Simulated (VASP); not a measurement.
A run of VASP 6.6.1:

INCAR

```
SYSTEM = YHg
PREC = Accurate
ENCUT = 520
EDIFF = 1E-6
ISMEAR = 0
SIGMA = 0.15
LREAL = .False.
LASPH = .True.
NELM = 60
ALGO = Fast
ISIF = 2
LWAVE = .False.
LCHARG = .True.
GGA = PS
LELF = .True.
LVHAR = .True.
NBANDS = 18
```

The input KPOINTS:

```
Automatic mesh
0
Gamma
  14 14 14
  0 0 0
```

POSCAR

```
YHg
1.0
    3.6820000000      0.0000000000      0.0000000000
    0.0000000000      3.6820000000      0.0000000000
    0.0000000000      0.0000000000      3.6820000000
Y Hg
1 1
Direct
    0.5000000000      0.5000000000      0.5000000000
   -0.0203693645      0.0000000000      0.0000000000
```

Potentials or basis: VASP PAW PBE potentials, release 64 (Y_sv, Hg).

The run is started by

```sh
$ cat potpaw_PBE.64/Y_sv/POTCAR potpaw_PBE.64/Hg/POTCAR > POTCAR
$ mpirun -np 1 vasp_std > vasp.out
```

Hardware: 1 thread of Oxide Virtual Turin-like Processor, with other jobs on the host.

Q: Estimate the wall time of this run.

A: Wall time 6.9 min on 1 thread of Oxide Virtual Turin-like Processor, on a shared host, peak memory 0.37 GiB. Counts: scf iterations 18, k points 288.
